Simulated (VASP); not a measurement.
# Cu (Cmcm) in VASP: settings compared

Cu is run at these levels: LDA, r2SCAN; tasks: single point.

Everything below comes from runs of VASP 6.6.1. Logs are shortened: lines on timing, memory, paths and dates and some standing lists are left out, and cuts for length are marked.

## (1) The cell of the first run

The structure is orthorhombic, space group Cmcm (No. 63). The conventional cell has a = 2.485 Å, b = 8.109 Å, c = 2.524 Å, α = 90.00°, β = 90.00°, γ = 90.00°. Cu (site symmetry m2m) has 10 Cu at 2.48 to 2.59 Å within 3.3 Å.

## (2) Single point, LDA

File INCAR:

```
ALGO = Fast
EDIFF = 1E-6
ENCUT = 520
GGA = CA
ISIF = 2
ISMEAR = -1
LASPH = T
LCHARG = F
LREAL = F
LWAVE = F
NBANDS = 18
NELM = 60
PREC = Accurate
SIGMA = 0.05
```

File KPOINTS:

```
k-points
0
Gamma
  11 11 11
```

File POSCAR:

```
Cu
1.0
    1.2423612020     -4.0543660062      0.0000000000
    1.2423612020      4.0543660062      0.0000000000
    0.0000000000      0.0000000000      2.5240469776
Cu
2
Direct
    0.8661333500      0.1338666500      0.7500000000
    0.1338666500      0.8661333500      0.2500000000
```

Potentials or basis: VASP PAW LDA potentials, release 64 (Cu).

Launch:

```bash
cat potpaw_LDA.64/Cu/POTCAR > POTCAR
mpirun -np 1 vasp_std > vasp.out
```

OUTCAR:

```text
EDIFF = 1E-6
   ENCUT = 520
   GGA = CA
   ISIF = 2
   ISMEAR = -1
   LASPH = T
   LREAL = F
   NELM = 60
   PREC = Accurate

 ion  position               nearest neighbor table
   1  0.866  0.134  0.750-   2 2.51   2 2.51   2 2.59   2 2.59   2 2.59   2 2.59
   2  0.134  0.866  0.250-   1 2.51   1 2.51   1 2.59   1 2.59   1 2.59   1 2.59

  LATTYP: Found a base centered orthorhombic cell.
 ALAT       =     2.4847224040
 B/A-ratio  =     3.2634357864
 C/A-ratio  =     1.0158265461

  Lattice vectors:

 A1 = (   1.2423612020,  -4.0543660062,   0.0000000000)
 A2 = (   1.2423612020,   4.0543660062,   0.0000000000)
 A3 = (   0.0000000000,   0.0000000000,   2.5240469776)

Analysis of symmetry for initial positions (statically):
=====================================================================
 Subroutine PRICEL returns:
 Original cell was already a primitive cell.

 Routine SETGRP: Setting up the symmetry group for a
 base centered orthorhombic supercell.

 Subroutine GETGRP returns: Found  8 space group operations
 (whereof  4 operations were pure point group operations)
 out of a pool of  8 trial point group operations.

The static configuration has the point symmetry C_2h.
 The point group associated with its full space group is D_2h.

Analysis of symmetry for dynamics (positions and initial velocities):
=====================================================================
 Subroutine PRICEL returns:
 Original cell was already a primitive cell.

 Routine SETGRP: Setting up the symmetry group for a
 base centered orthorhombic supercell.

 Subroutine GETGRP returns: Found  8 space group operations
 (whereof  4 operations were pure point group operations)
 out of a pool of  8 trial point group operations.

The dynamic configuration has the point symmetry C_2h.
 The point group associated with its full space group is D_2h.

 Subroutine INISYM returns: Found  8 space group operations
 (whereof  4 operations are pure point group operations),
 and found     1 'primitive' translations

----------------------------------------------------------------------------------------

                                     Primitive cell

  volume of cell :      25.4272

  direct lattice vectors                    reciprocal lattice vectors
     1.242361202 -4.054366006  0.000000000     0.402459445 -0.123323844  0.000000000
     1.242361202  4.054366006  0.000000000     0.402459445  0.123323844  0.000000000
     0.000000000  0.000000000  2.524046978     0.000000000  0.000000000  0.396189139

  length of vectors
     4.240441612  4.240441612  2.524046978     0.420930369  0.420930369  0.396189139

  position of ions in fractional coordinates (direct lattice)
     0.866133350  0.133866650  0.750000000
     0.133866650  0.866133350  0.250000000

  ion indices of the primitive-cell ions
   primitive index   ion index
                 1           1
                 2           2

----------------------------------------------------------------------------------------

 KPOINTS: k-points

Automatic generation of k-mesh.
 Grid dimensions read from file:
 generate k-points for:   11   11   11

 Generating k-lattice:

  Cartesian coordinates                     Fractional coordinates (reciprocal lattice)
     0.036587222 -0.011211259  0.000000000     0.090909091  0.000000000  0.000000000
     0.036587222  0.011211259  0.000000000     0.000000000  0.090909091  0.000000000
     0.000000000  0.000000000  0.036017194     0.000000000  0.000000000  0.090909091

  Length of vectors
     0.038266397  0.038266397  0.036017194

  Shift w.r.t. Gamma in fractional coordinates (k-lattice)
     0.000000000  0.000000000  0.000000000

 Subroutine IBZKPT returns following result:
 ===========================================

 Found    216 irreducible k-points:

 Following reciprocal coordinates:
            Coordinates               Weight
  0.000000  0.000000  0.000000      1.000000
  0.090909  0.000000  0.000000      4.000000
  0.181818  0.000000  0.000000      4.000000
  0.272727  0.000000  0.000000      4.000000
  0.363636  0.000000  0.000000      4.000000
  0.454545  0.000000  0.000000      4.000000
[... 16 lines left out ...]
 -0.272727  0.181818  0.000000      4.000000
 -0.181818  0.181818  0.000000      2.000000
 [... further k-points ...]
   k-points           NKPTS =    216   k-points in BZ     NKDIM =    216   number of bands    NBANDS=     18
   number of dos      NEDOS =    301   number of ions     NIONS =      2
   total plane-waves  NPLWV =  20480
   dimension x,y,z NGX =    32 NGY =   32 NGZ =   20
   dimension x,y,z NGXF=    64 NGYF=   64 NGZF=   40
   ions per type =               2
   NGX,Y,Z   is equivalent  to a cutoff of  12.55, 12.55, 13.17 a.u.
   NGXF,Y,Z  is equivalent  to a cutoff of  25.09, 25.09, 26.35 a.u.
 SYSTEM =  unknown system
   PREC   = accura    normal or accurate (medium, high low for compatibility)
   ISTART =      0    job   : 0-new  1-cont  2-samecut
   ICHARG =      2    charge: 1-file 2-atom 10-const
   ISPIN  =      1    spin polarized calculation?
   LNONCOLLINEAR =      F non collinear calculations
   LSORBIT =      F    spin-orbit coupling
   LASPH  =      T    aspherical Exc in radial PAW
   ENCUT  =  520.0 eV  38.22 Ry    6.18 a.u.   7.88  7.88  4.69*2*pi/ulx,y,z
   NELM   =     60;   NELMIN=  2; NELMDL= -5     # of ELM steps
   EDIFF  = 0.1E-05   stopping-criterion for ELM
   LREAL  =      F    real-space projection
   EDIFFG = 0.1E-04   stopping-criterion for IOM
   NSW    =      0    number of steps for IOM
   IBRION =     -1    ionic relax: 0-MD 1-quasi-New 2-CG
   NFREE  =      0    steps in history (QN), initial steepest desc. (CG)
   ISIF   =      2    stress and relaxation
   ISYM   =      2    0-nonsym 1-usesym 2-fastsym
   POTIM  = 0.5000    time-step for ionic-motion
   TEBEG  =    0.0;   TEEND  =   0.0 temperature during run
   PSTRESS=    0.0 pullay stress
   NELECT =      22.0000    total number of electrons
   NUPDOWN=      -1.0000    fix difference up-down
   EMIN   =  10.00;   EMAX   =-10.00  energy-range for DOS
   EFERMI =   0.00;   METHOD = LEGACY
   ISMEAR =    -1;   SIGMA  =   0.05  broadening in eV -4-tet -1-fermi 0-gaus
   EFERMI_NEDOS =   21; number of points for ismear=-14 and -15
   IALGO  =     68    algorithm
   IMIX   =      4    mixing-type and parameters
     AMIX     =   0.40;   BMIX     =  1.00
     AMIX_MAG =   1.60;   BMIX_MAG =  1.00
  volume/ion in A,a.u.               =      12.71        85.80
  Fermi-wavevector in a.u.,A,eV,Ry     =   1.559970  2.947916 33.109873  2.433507
  Thomas-Fermi vector in A             =   2.663251
   LORBIT       =      0    0 simple, 1 ext, 2 COOP (PROOUT), +10 PAW based schemes
   GGA     = CA    functional components
   LHFCALC =     F    Hartree Fock is set to
   AEXX    =    0.0000 exact exchange contribution
   IVDW    =     0    specifies the selected vdW correction
   LEPSILON=     F    determine dielectric tensor
   LRPA    =     F    only Hartree local field effects (RPA)
 non-spin polarized calculation
 RMM-DIIS sequential band-by-band and
  energy-cutoff  :      520.00
  volume of cell :       25.43
 maximum number of plane-waves:       701
   NGX = 15   NGY = 15   NGZ =  9

 number of electron      21.9999989 magnetization

 Free energy of the ion-electron system (eV)
  ---------------------------------------------------
  ext. energy  EPLUGINS =         0.00000000
  ---------------------------------------------------
  free energy    TOTEN  =        -8.98576826 eV

  energy without entropy =       -8.98095372  energy(sigma->0) =       -8.98336099

 E-fermi :   6.4598     XC(G=0): -12.6397

 val. band max:        6.4593378716   @ k =  -0.3636   0.2727   0.2727
 cond. band min:       6.4603097477   @ k =  -0.3636   0.3636   0.3636
 fundamental gap:      0.0009718761
 Fermi energy:         6.4597861102

 k-point     1 :       0.0000    0.0000    0.0000
  band No.  band energies     occupation
      1      -2.3654      2.00000
      2       1.7732      2.00000
      3       2.4583      2.00000
      4       2.8960      2.00000
      5       3.5519      2.00000
      6       3.7976      2.00000
[... 10 lines left out ...]
     17      25.4077      0.00000
     18      27.3776      0.00000

 k-point     2 :       0.0909    0.0000    0.0000
  band No.  band energies     occupation
      1      -2.1371      2.00000
      2       1.8563      2.00000
      3       2.5417      2.00000
      4       2.9719      2.00000
      5       3.5766      2.00000
      6       3.7901      2.00000
[... 10 lines left out ...]
     17      25.9569      0.00000
     18      29.3229      0.00000

 k-point     3 :       0.1818    0.0000    0.0000
  band No.  band energies     occupation
      1      -1.4715      2.00000
      2       2.0545      2.00000
      3       2.7625      2.00000
      4       3.1585      2.00000
      5       3.5487      2.00000
      6       3.6411      2.00000
[... 10 lines left out ...]
     17      26.2902      0.00000
     18      29.7686      0.00000

 k-point     4 :       0.2727    0.0000    0.0000
  band No.  band energies     occupation
      1      -0.4432      2.00000
      2       2.2441      2.00000
      3       2.9531      2.00000
      4       3.0161      2.00000
      5       3.5721      2.00000
      6       3.7161      2.00000
[... 10 lines left out ...]
     17      26.7175      0.00000
     18      29.0189      0.00000

 k-point     5 :       0.3636    0.0000    0.0000
  band No.  band energies     occupation
      1       0.7300      2.00000
      2       2.2468      2.00000
      3       2.8254      2.00000
      4       3.2461      2.00000
      5       3.5891      2.00000
      6       3.7624      2.00000
[... 10 lines left out ...]
     17      25.3433      0.00000
     18      27.4664      0.00000

 k-point     6 :       0.4545    0.0000    0.0000
  band No.  band energies     occupation
      1       1.5362      2.00000
      2       2.1193      2.00000
      3       2.8879      2.00000
      4       3.4694      2.00000
      5       3.6991      2.00000
      6       3.7788      2.00000
[... 10 lines left out ...]
     17      27.0726      0.00000
     18      28.0874      0.00000

 k-point     7 :       0.0909    0.0909    0.0000
  band No.  band energies     occupation
      1      -1.5471      2.00000
      2       2.0640      2.00000
      3       2.8050      2.00000
      4       3.1173      2.00000
      5       3.6191      2.00000
      6       3.6233      2.00000
[... 10 lines left out ...]
     17      26.2557      0.00000
     18      30.0858      0.00000

 k-point     8 :       0.1818    0.0909    0.0000
  band No.  band energies     occupation
      1      -0.5802      2.00000
      2       2.2807      2.00000
      3       2.9475      2.00000
      4       3.0555      2.00000
      5       3.5902      2.00000
      6       3.6797      2.00000
[... 10 lines left out ...]
     17      26.6610      0.00000
     18      30.6119      0.00000
[... 229 lines left out ...]
     17      27.3660      0.00000
     18      27.9919      0.00000

 k-point    20 :       0.4545    0.1818    0.0000
  band No.  band energies     occupation
      1       1.2372      2.00000
      2       1.9620      2.00000
      3       3.0216      2.00000
      4       3.2739      2.00000
      5       3.4211      2.00000
      6       3.8254      2.00000
[... 10 lines left out ...]
     17      26.1721      0.00000
     18      26.9585      0.00000

 k-point    21 :      -0.4545    0.1818    0.0000
  band No.  band energies     occupation
      1       0.1996      2.00000
      2       1.9614      2.00000
      3       2.8945      2.00000
      4       3.0258      2.00000
      5       3.4369      2.00000
      6       3.8656      2.00000
[... 10 lines left out ...]
     17      25.2184      0.00000
     18      26.9427      0.00000

 k-point    22 :      -0.3636    0.1818    0.0000
  band No.  band energies     occupation
      1      -0.8836      2.00000
      2       1.8472      2.00000
      3       2.6071      2.00000
      4       3.2150      2.00000
      5       3.2780      2.00000
      6       3.7710      2.00000
[... 10 lines left out ...]
     17      26.5485      0.00000
     18      27.2417      0.00000

 k-point    23 :      -0.2727    0.1818    0.0000
  band No.  band energies     occupation
      1      -1.6747      2.00000
      2       1.6925      2.00000
      3       2.4416      2.00000
      4       3.0334      2.00000
      5       3.5678      2.00000
      6       3.7195      2.00000
[... 10 lines left out ...]
     17      26.1827      0.00000
     18      27.7732      0.00000

 k-point    24 :      -0.1818    0.1818    0.0000
  band No.  band energies     occupation
      1      -2.0523      2.00000
      2       1.6710      2.00000
      3       2.3943      2.00000
      4       2.9403      2.00000
      5       3.6516      2.00000
      6       3.6892      2.00000
[... 10 lines left out ...]
     17      26.9284      0.00000
     18      27.0621      0.00000

 [... further k-points ...]

------------------------ aborting loop because EDIFF is reached ----------------------------------------

  FORCE on cell =-STRESS in cart. coord.  units (eV):
  Direction    XX          YY          ZZ          XY          YZ          ZX
  --------------------------------------------------------------------------------------
  -------------------------------------------------------------------------------------
  Total       -2.0090415     -2.3061730     -2.1570977      0.0000000      0.0000000      0.0000000
  in kB     -126.5905342   -145.3129107   -135.9196168      0.0000000      0.0000000      0.0000000
  external PRESSURE =    -135.9410205 kB  Pullay stress =       0.0000000 kB

 VOLUME and BASIS-vectors are now :
 -----------------------------------------------------------------------------
  energy-cutoff  :      520.00
  volume of cell :       25.43
      direct lattice vectors                 reciprocal lattice vectors
     1.242361202 -4.054366006  0.000000000     0.402459445 -0.123323844  0.000000000
     1.242361202  4.054366006  0.000000000     0.402459445  0.123323844  0.000000000
     0.000000000  0.000000000  2.524046978     0.000000000  0.000000000  0.396189139

 POSITION                                       TOTAL-FORCE (eV/Angst)
 -----------------------------------------------------------------------------------
      1.24236     -2.96888      1.89304         0.000000      0.102501      0.000000
      1.24236      2.96888      0.63101         0.000000     -0.102501     -0.000000
 -----------------------------------------------------------------------------------
    total drift:                                0.000000      0.000000      0.000000

  FREE ENERGIE OF THE ION-ELECTRON SYSTEM (eV)
  ---------------------------------------------------
  free  energy   TOTEN  =        -8.9857682618 eV

  energy  without entropy=       -8.9809537219  energy(sigma->0) =       -8.98336099
```

Wall time 97 s (1 thread of Intel Xeon Platinum 8375C at 2.90GHz (Ice Lake), shared host); peak memory 0.19 GiB.

Results:

```
Free energy            : -8.9858 eV
Pressure               : -13.6 GPa
Largest force          : 0.103 eV/Å
Band gap on the k mesh : zero (bands 11 and 12 overlap by 5.31 eV)
```

Forces in eV/Å, atoms in the order of the input:
```
Cu   0.000  0.103  0.000
Cu   0.000 -0.103  0.000
```

Stress tensor (GPa, compression positive):
```
-12.66   0.00   0.00
  0.00 -14.53   0.00
  0.00   0.00 -13.59
```

Levels at points of the mesh, in eV from the Fermi level:
| k point | band 8 | band 9 | band 10 | band 11 | band 12 | band 13 | band 14 | band 15 |
| --- | --- | --- | --- | --- | --- | --- | --- | --- |
| (0.00, 0.00, 0.00) | -1.98 | -1.81 | -1.68 | -1.46 | 0.07 | 4.45 | 14.16 | 17.62 |

Caveat: the cell stands under tension.

## (3) Single point, r2SCAN

This run uses another cell than the first one, of 11.27 Å³/atom.

File POSCAR:

```
Cu
1.0
    1.1935901047     -3.8952046620      0.0000000000
    1.1935901047      3.8952046620      0.0000000000
    0.0000000000      0.0000000000      2.4249610270
Cu
2
Direct
    0.8661333500      0.1338666500      0.7500000000
    0.1338666500      0.8661333500      0.2500000000
```

File INCAR.step1:

```
PREC = Accurate
ENCUT = 520
ISMEAR = -1
SIGMA = 0.05
LREAL = False
LASPH = True
NELM = 80
NBANDS = 18
GGA = PE
ALGO = Normal
EDIFF = 1E-4
LWAVE = True
LCHARG = False
```

File INCAR.step2:

```
PREC = Accurate
ENCUT = 520
EDIFF = 1E-6
ISMEAR = -1
SIGMA = 0.05
LREAL = False
LASPH = True
NELM = 80
ALGO = Normal
ISIF = 2
LWAVE = False
LCHARG = False
METAGGA = R2SCAN
LMIXTAU = True
NBANDS = 18
ISTART = 1
```

File KPOINTS:

```
Automatic mesh
0
Gamma
  11 11 11
```

Potentials or basis: VASP PAW PBE potentials, release 64 (Cu).

Launch:

```bash
cat potpaw_PBE.64/Cu/POTCAR > POTCAR
cp INCAR.step1 INCAR
mpirun -np 1 vasp_std > vasp.out
cp INCAR.step2 INCAR
mpirun -np 1 vasp_std > vasp.out
```

Run time: 4.8 min. Hardware: 1 thread of Intel Xeon Platinum 8375C at 2.90GHz (Ice Lake), shared host; peak memory 0.2 GiB.

It converged, with:

```
Free energy            : -21.2970 eV
Pressure               : 11.5 GPa
Largest force          : 0.109 eV/Å
Band gap on the k mesh : zero (bands 11 and 12 overlap by 5.96 eV)
```

Forces in eV/Å, atoms in the order of the input:
```
Cu   0.000 -0.109  0.000
Cu   0.000  0.109  0.000
```

Stress tensor (GPa, compression positive):
```
10.88  0.00  0.00
 0.00 11.31  0.00
 0.00  0.00 12.22
```

Levels at points of the mesh, in eV from the Fermi level:
| k point | band 9 | band 10 | band 11 | band 12 | band 13 | band 14 |
| --- | --- | --- | --- | --- | --- | --- |
| (0.00, 0.00, 0.00) | -2.06 | -1.91 | -1.60 | -0.19 | 5.40 | 16.07 |

Caveat: the cell stands under pressure; the PAW data sets were made with another functional, which shifts forces and pressure a little.

## (4) Single point, r2SCAN

This run uses another cell than the first one, of 11.51 Å³/atom.

File POSCAR:

```
Cu
1.0
    1.2019959458     -3.9226365845      0.0000000000
    1.2019959458      3.9226365845      0.0000000000
    0.0000000000      0.0000000000      2.4420387800
Cu
2
Direct
    0.8661333500      0.1338666500      0.7500000000
    0.1338666500      0.8661333500      0.2500000000
```

File INCAR.step1:

```
SYSTEM = Cu
  PREC = Accurate
  ENCUT = 520
  ISMEAR = -1
  SIGMA = 0.05
  LREAL = .False.
  LASPH = .True.
  NELM = 60
  NBANDS = 18
  GGA = PE
  ALGO = Normal
  EDIFF = 1E-4
  LWAVE = .True.
  LCHARG = .False.
```

File INCAR.step2:

```
SYSTEM = Cu
  PREC = Accurate
  ENCUT = 520
  EDIFF = 1E-7
  ISMEAR = -1
  SIGMA = 0.05
  LREAL = .False.
  LASPH = .True.
  NELM = 60
  ALGO = Normal
  ISIF = 2
  LWAVE = .False.
  LCHARG = .False.
  METAGGA = R2SCAN
  LMIXTAU = .True.
  NBANDS = 18
  ISTART = 1
```

File KPOINTS:

```
Automatic mesh
0
Gamma
  11 11 11
  0 0 0
```

Launch:

```bash
cat potpaw_PBE.64/Cu/POTCAR > POTCAR
cp INCAR.step1 INCAR
mpirun -np 1 vasp_std > vasp.out
cp INCAR.step2 INCAR
mpirun -np 1 vasp_std > vasp.out
```

Run time: 4.6 min. Hardware: 1 thread of Intel Xeon Platinum 8375C at 2.90GHz (Ice Lake), shared host; peak memory 0.21 GiB.

The run converged. Its results:

- Free energy: -21.3262 eV
- Pressure: 7.5 GPa
- Largest force: 0.080 eV/Å
- Band gap on the k mesh: zero (bands 11 and 12 overlap by 5.90 eV)

Forces in eV/Å, atoms in the order of the input:
```
Cu   0.000 -0.080  0.000
Cu   0.000  0.080  0.000
```

Stress tensor (GPa, compression positive):
```
7.23 0.00 0.00
0.00 7.25 0.00
0.00 0.00 8.15
```

Levels at points of the mesh, in eV from the Fermi level:
| k point | band 9 | band 10 | band 11 | band 12 | band 13 | band 14 |
| --- | --- | --- | --- | --- | --- | --- |
| (0.00, 0.00, 0.00) | -2.04 | -1.89 | -1.58 | -0.14 | 5.27 | 15.87 |

Caveat: the cell stands under pressure; the PAW data sets were made with another functional, which shifts forces and pressure a little.

## (5) The runs side by side

| level | potentials or basis | cell | gap on the mesh (eV) | pressure (GPa) | largest force (eV/Å) |
| --- | --- | --- | --- | --- | --- |
| LDA | VASP PAW LDA potentials, release 64 (Cu) | a = 4.240, b = 4.240, c = 2.524 Å, angles 90.0, 90.0, 145.9°, 2 atoms | none | -13.6 | 0.10 |
| r2SCAN | VASP PAW PBE potentials, release 64 (Cu) | a = 4.074, b = 4.074, c = 2.425 Å, angles 90.0, 90.0, 145.9°, 2 atoms | none | 11.5 | 0.11 |
| r2SCAN | VASP PAW PBE potentials, release 64 (Cu) | a = 4.103, b = 4.103, c = 2.442 Å, angles 90.0, 90.0, 145.9°, 2 atoms | none | 7.5 | 0.08 |

Alike in all rows: task single point; no spin polarisation; k mesh 11 × 11 × 11; cutoff (eV) 520; smearing fermi-dirac 0.05 eV.

Caveats: the cell stands under pressure (at least some runs); the PAW data sets were made with another functional, which shifts forces and pressure a little (at least some runs); the cell stands under tension (at least some runs).

Absolute energies hang on the potentials; compare differences alone.

The gap in the log of VASP goes by the Fermi energy; the results here count the filled bands.